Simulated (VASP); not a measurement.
# CoSi (Pm-3m) in VASP: relaxation of cell and atoms with PBE

Aim: the relaxation of cell and atoms of CoSi with PBE.

All numbers are computed with VASP 6.6.1; they aren't measurements. Logs are shortened: lines on timing, memory, paths and dates and some standing lists are left out, and cuts for length are marked.

### 1 The cell of the first run

The structure is cubic, space group Pm-3m (No. 221). The conventional cell has a = 2.781 Å, b = 2.781 Å, c = 2.781 Å, α = 90.00°, β = 90.00°, γ = 90.00°. Co (site symmetry m-3m) has 8 Si at 2.41 Å and 6 Co at 2.78 Å within 3.2 Å. Si (site symmetry m-3m) has 8 Co at 2.41 Å and 6 Si at 2.78 Å within 3.2 Å.

### 2 Relaxation of cell and atoms, PBE, collinear spin, ferromagnetic start

Input file INCAR:

```
SYSTEM = CoSi
PREC     = Accurate       ! precision mode
ENCUT    = 600            ! plane-wave cutoff, eV
EDIFF    = 1E-7           ! SCF threshold, eV
ISMEAR   = 0              ! smearing method
SIGMA    = 0.1            ! smearing width, eV
LREAL    = .False.        ! projectors in reciprocal space
LASPH    = .True.         ! aspherical terms in the spheres
NELM     = 200            ! most SCF steps
ALGO     = Normal         ! electronic algorithm
ISIF     = 3              ! what is computed and relaxed
LWAVE    = .False.        ! write WAVECAR
LCHARG   = .False.        ! write CHGCAR
ISPIN    = 2              ! spin polarisation
MAGMOM   = 0.81 0         ! initial moments
LORBIT   = 11             ! projections on sites
LMAXMIX  = 4              ! l up to which the mixer works
GGA      = PE             ! functional
IBRION   = 2              ! ionic algorithm
NSW      = 100            ! ionic steps
EDIFFG   = -0.01          ! ionic threshold
GGA_COMPAT= .False.      
NELMIN   = 4
```

Input file KPOINTS:

```
Automatic mesh
0
Gamma
  20 20 20
  0 0 0
```

Input file POSCAR:

```
CoSi
1.0
    2.7813339200      0.0000000000      0.0000000000
    0.0000000000      2.7813339200      0.0000000000
    0.0000000000      0.0000000000      2.7813339200
Co Si
1 1
Direct
    0.0000000000      0.0000000000      0.0000000000
    0.5000000000      0.5000000000      0.5000000000
```

Potentials or basis: VASP PAW PBE potentials, release 64 (Co, Si).

Started as:

```
$ cat potpaw_PBE.64/Co/POTCAR potpaw_PBE.64/Si/POTCAR > POTCAR
$ mpirun -np 1 vasp_std > vasp.out
```

OUTCAR:

```text
SYSTEM = CoSi
   PREC = Accurate
   ENCUT = 600
   EDIFF = 1E-7
   ISMEAR = 0
   LREAL = .False.
   LASPH = .True.
   NELM = 200
   ISIF = 3
   ISPIN = 2
   LORBIT = 11
   GGA = PE
   IBRION = 2
   NSW = 100
   EDIFFG = -0.01
   NELMIN = 4

 ion  position               nearest neighbor table
   1  0.000  0.000  0.000-   2 2.41   2 2.41   2 2.41   2 2.41   2 2.41   2 2.41   2 2.41   2 2.41

   2  0.500  0.500  0.500-   1 2.41   1 2.41   1 2.41   1 2.41   1 2.41   1 2.41   1 2.41   1 2.41

  LATTYP: Found a simple cubic cell.
 ALAT       =     2.7813339200

  Lattice vectors:

 A1 = (   2.7813339200,   0.0000000000,   0.0000000000)
 A2 = (   0.0000000000,   2.7813339200,   0.0000000000)
 A3 = (   0.0000000000,   0.0000000000,   2.7813339200)

Analysis of symmetry for initial positions (statically):
=====================================================================
 Subroutine PRICEL returns:
 Original cell was already a primitive cell.

 Routine SETGRP: Setting up the symmetry group for a
 simple cubic supercell.

 Subroutine GETGRP returns: Found 48 space group operations
 (whereof 48 operations were pure point group operations)
 out of a pool of 48 trial point group operations.

The static configuration has the point symmetry O_h .

Analysis of symmetry for dynamics (positions and initial velocities):
=====================================================================
 Subroutine PRICEL returns:
 Original cell was already a primitive cell.

 Routine SETGRP: Setting up the symmetry group for a
 simple cubic supercell.

 Subroutine GETGRP returns: Found 48 space group operations
 (whereof 48 operations were pure point group operations)
 out of a pool of 48 trial point group operations.

The dynamic configuration has the point symmetry O_h .

Analysis of structural, dynamic, and magnetic symmetry:
=====================================================================
 Subroutine PRICEL returns:
 Original cell was already a primitive cell.

 Routine SETGRP: Setting up the symmetry group for a
 simple cubic supercell.

 Subroutine GETGRP returns: Found 48 space group operations
 (whereof 48 operations were pure point group operations)
 out of a pool of 48 trial point group operations.

The overall configuration has the point symmetry O_h .

 Subroutine INISYM returns: Found 48 space group operations
 (whereof 48 operations are pure point group operations),
 and found     1 'primitive' translations

----------------------------------------------------------------------------------------

                                     Primitive cell

  volume of cell :      21.5159

  direct lattice vectors                    reciprocal lattice vectors
     2.781333920  0.000000000  0.000000000     0.359539713  0.000000000  0.000000000
     0.000000000  2.781333920  0.000000000     0.000000000  0.359539713  0.000000000
     0.000000000  0.000000000  2.781333920     0.000000000  0.000000000  0.359539713

  length of vectors
     2.781333920  2.781333920  2.781333920     0.359539713  0.359539713  0.359539713

  position of ions in fractional coordinates (direct lattice)
     0.000000000  0.000000000  0.000000000
     0.500000000  0.500000000  0.500000000

  ion indices of the primitive-cell ions
   primitive index   ion index
                 1           1
                 2           2

----------------------------------------------------------------------------------------

 KPOINTS: Automatic mesh

Automatic generation of k-mesh.
 Grid dimensions read from file:
 generate k-points for:   20   20   20

 Generating k-lattice:

  Cartesian coordinates                     Fractional coordinates (reciprocal lattice)
     0.017976986  0.000000000  0.000000000     0.050000000  0.000000000  0.000000000
     0.000000000  0.017976986  0.000000000     0.000000000  0.050000000  0.000000000
     0.000000000  0.000000000  0.017976986     0.000000000  0.000000000  0.050000000

  Length of vectors
     0.017976986  0.017976986  0.017976986

  Shift w.r.t. Gamma in fractional coordinates (k-lattice)
     0.000000000  0.000000000  0.000000000

 Subroutine IBZKPT returns following result:
 ===========================================

 Found    286 irreducible k-points:

 Following reciprocal coordinates:
            Coordinates               Weight
  0.000000  0.000000  0.000000      1.000000
  0.050000  0.000000  0.000000      6.000000
  0.100000  0.000000  0.000000      6.000000
  0.150000  0.000000  0.000000      6.000000
  0.200000  0.000000  0.000000      6.000000
  0.250000  0.000000  0.000000      6.000000
[... 16 lines left out ...]
  0.150000  0.100000  0.000000     24.000000
  0.200000  0.100000  0.000000     24.000000
 [... further k-points ...]
   k-points           NKPTS =    286   k-points in BZ     NKDIM =    286   number of bands    NBANDS=     10
   number of dos      NEDOS =    301   number of ions     NIONS =      2
   total plane-waves  NPLWV =  13824
   dimension x,y,z NGX =    24 NGY =   24 NGZ =   24
   dimension x,y,z NGXF=    48 NGYF=   48 NGZF=   48
   ions per type =               1   1
   NGX,Y,Z   is equivalent  to a cutoff of  14.35, 14.35, 14.35 a.u.
   NGXF,Y,Z  is equivalent  to a cutoff of  28.69, 28.69, 28.69 a.u.
 SYSTEM =  CoSi
   PREC   = accura    normal or accurate (medium, high low for compatibility)
   ISTART =      0    job   : 0-new  1-cont  2-samecut
   ICHARG =      2    charge: 1-file 2-atom 10-const
   ISPIN  =      2    spin polarized calculation?
   LNONCOLLINEAR =      F non collinear calculations
   LSORBIT =      F    spin-orbit coupling
   LASPH  =      T    aspherical Exc in radial PAW
   ENCUT  =  600.0 eV  44.10 Ry    6.64 a.u.   5.56  5.56  5.56*2*pi/ulx,y,z
   NELM   =    200;   NELMIN=  4; NELMDL= -5     # of ELM steps
   EDIFF  = 0.1E-06   stopping-criterion for ELM
   LREAL  =      F    real-space projection
   EDIFFG = -.1E-01   stopping-criterion for IOM
   NSW    =    100    number of steps for IOM
   IBRION =      2    ionic relax: 0-MD 1-quasi-New 2-CG
   NFREE  =      1    steps in history (QN), initial steepest desc. (CG)
   ISIF   =      3    stress and relaxation
   ISYM   =      2    0-nonsym 1-usesym 2-fastsym
   POTIM  = 0.5000    time-step for ionic-motion
   TEBEG  =    0.0;   TEEND  =   0.0 temperature during run
   PSTRESS=    0.0 pullay stress
   NELECT =      13.0000    total number of electrons
   NUPDOWN=      -1.0000    fix difference up-down
   EMIN   =  10.00;   EMAX   =-10.00  energy-range for DOS
   EFERMI =   0.00;   METHOD = LEGACY
   ISMEAR =     0;   SIGMA  =   0.10  broadening in eV -4-tet -1-fermi 0-gaus
   EFERMI_NEDOS =   21; number of points for ismear=-14 and -15
   IALGO  =     38    algorithm
   IMIX   =      4    mixing-type and parameters
     AMIX     =   0.40;   BMIX     =  1.00
     AMIX_MAG =   1.60;   BMIX_MAG =  1.00
  volume/ion in A,a.u.               =      10.76        72.60
  Fermi-wavevector in a.u.,A,eV,Ry     =   1.384000  2.615381 26.061368  1.915457
  Thomas-Fermi vector in A             =   2.508545
   LORBIT       =     11    0 simple, 1 ext, 2 COOP (PROOUT), +10 PAW based schemes
   GGA     = PE    functional components
   LHFCALC =     F    Hartree Fock is set to
   AEXX    =    0.0000 exact exchange contribution
   IVDW    =     0    specifies the selected vdW correction
   LEPSILON=     F    determine dielectric tensor
   LRPA    =     F    only Hartree local field effects (RPA)
 conjugate gradient relaxation of ions
 spin polarized calculation
 Gauss-broadening in eV      SIGMA  =   0.10
  energy-cutoff  :      600.00
  volume of cell :       21.52
 maximum number of plane-waves:       739
 NGX is ok and might be reduce to    24
   NGX = 11   NGY = 11   NGZ = 11

--------------------------------------- Ionic step        1  -------------------------------------------

 number of electron      13.0000003 magnetization       0.5909037

 Free energy of the ion-electron system (eV)
  ---------------------------------------------------
  ext. energy  EPLUGINS =         0.00000000
  ---------------------------------------------------
  free energy    TOTEN  =       -13.28572061 eV

  energy without entropy =      -13.27521178  energy(sigma->0) =      -13.28046619

------------------------ aborting loop because EDIFF is reached ----------------------------------------

  FORCE on cell =-STRESS in cart. coord.  units (eV):
  Direction    XX          YY          ZZ          XY          YZ          ZX
  --------------------------------------------------------------------------------------
  -------------------------------------------------------------------------------------
  Total        0.0825509      0.0825509      0.0825509     -0.0000000      0.0000000     -0.0000000
  in kB        6.1471387      6.1471387      6.1471387     -0.0000000      0.0000000     -0.0000000
  external PRESSURE =       6.1471387 kB  Pullay stress =       0.0000000 kB
[... 57 lines left out ...]
  energy  without entropy=      -13.2753195091  energy(sigma->0) =      -13.28052485

--------------------------------------- Ionic step        3  -------------------------------------------

 number of electron      13.0000002 magnetization       0.5959986

 Free energy of the ion-electron system (eV)
  ---------------------------------------------------
  ext. energy  EPLUGINS =         0.00000000
  ---------------------------------------------------
  free energy    TOTEN  =       -13.28584478 eV

  energy without entropy =      -13.27538235  energy(sigma->0) =      -13.28061357

 E-fermi :  12.8301     XC(G=0): -12.9274

 val. band max:       12.8295906073   @ k =   0.4000   0.3000   0.0000
 cond. band min:      12.8352486497   @ k =   0.3500   0.0000   0.0000
 fundamental gap:      0.0056580424
 Fermi energy:        12.8301451093

 spin component 1

 k-point     1 :       0.0000    0.0000    0.0000
  band No.  band energies     occupation
      1      -1.4342      1.00000
      2       8.6380      1.00000
      3       8.6380      1.00000
      4      11.1990      1.00000
      5      11.1990      1.00000
      6      11.1990      1.00000
      7      15.7689      0.00000
      8      15.7689      0.00000
      9      15.7689      0.00000
     10      20.1946      0.00000
[... 287 lines left out ...]
 k-point    24 :       0.2000    0.1000    0.0000
  band No.  band energies     occupation
      1      -0.4883      1.00000
      2       8.1316      1.00000
      3       8.8124      1.00000
      4      10.4662      1.00000
      5      10.6893      1.00000
      6      11.1328      1.00000
      7      13.1679      0.00000
      8      15.6686      0.00000
      9      17.2220      0.00000
     10      20.6974      0.00000

 [... further k-points ...]

 spin component 2

 k-point     1 :       0.0000    0.0000    0.0000
  band No.  band energies     occupation
      1      -1.4173      1.00000
      2       9.2812      1.00000
      3       9.2812      1.00000
      4      11.5897      1.00000
      5      11.5897      1.00000
      6      11.5897      1.00000
      7      15.7903      0.00000
      8      15.7903      0.00000
      9      15.7903      0.00000
     10      20.4885      0.00000
[... 328 lines left out ...]
  FREE ENERGIE OF THE ION-ELECTRON SYSTEM (eV)
  ---------------------------------------------------
  free  energy   TOTEN  =       -13.2858447837 eV

  energy  without entropy=      -13.2753823533  energy(sigma->0) =      -13.28061357

 reached required accuracy - stopping structural energy minimisation

 total charge

# of ion       s       p       d       tot
------------------------------------------
    1        0.437   0.589   7.571   8.597
    2        0.712   0.862   0.000   1.573
--------------------------------------------------
tot          1.149   1.450   7.571  10.170

 magnetization (x)

# of ion       s       p       d       tot
------------------------------------------
    1        0.008   0.002   0.583   0.593
    2        0.003   0.013   0.000   0.016
--------------------------------------------------
tot          0.011   0.015   0.583   0.609
```

Run time: 99 s. Hardware: 1 thread of Intel Xeon 6975P-C (Granite Rapids), shared host; peak memory 0.27 GiB.

What came out:

```
Free energy                                           : -13.2858 eV
Relaxed volume                                        : 10.79 Å³/atom
Relaxed cell                                          : a = 2.784 Å, b = 2.784 Å, c = 2.784 Å, α = 90.00°, β = 90.00°, γ = 90.00°
Space group after relaxing (to 0.1 Å)                 : Pm-3m (No. 221)
Energy gained by relaxing                             : 0.1 meV/atom
Ionic steps                                           : 3
Pressure after relaxing                               : 0.0 GPa
Net moment                                            : 0.60 μB per cell
Site moments                                          : Co +0.59; Si +0.02 μB
Valence electrons inside the program's atomic spheres : Co 8.60; Si 1.57
```

Step by step:
| step | energy change (eV) | largest force (eV/Å) | pressure (GPa) | volume (Å³) |
| --- | --- | --- | --- | --- |
| 1 | 0.0000 | 0.0000 | 0.61 | 21.52 |
| 2 | 0.0000 | 0.0000 | -0.59 | 21.64 |
| 3 | -0.0001 | 0.0000 | 0.03 | 21.58 |

Final structure:
```cif
data_structure
_symmetry_space_group_name_H-M 'P 1'
_symmetry_Int_Tables_number 1
_cell_length_a 2.7842
_cell_length_b 2.7842
_cell_length_c 2.7842
_cell_angle_alpha 90.000
_cell_angle_beta 90.000
_cell_angle_gamma 90.000
_cell_volume 21.58
loop_
_atom_site_label
_atom_site_type_symbol
_atom_site_fract_x
_atom_site_fract_y
_atom_site_fract_z
_atom_site_occupancy
Co1 Co 0.00000 0.00000 0.00000 1
Si1 Si 0.50000 0.50000 0.50000 1
```
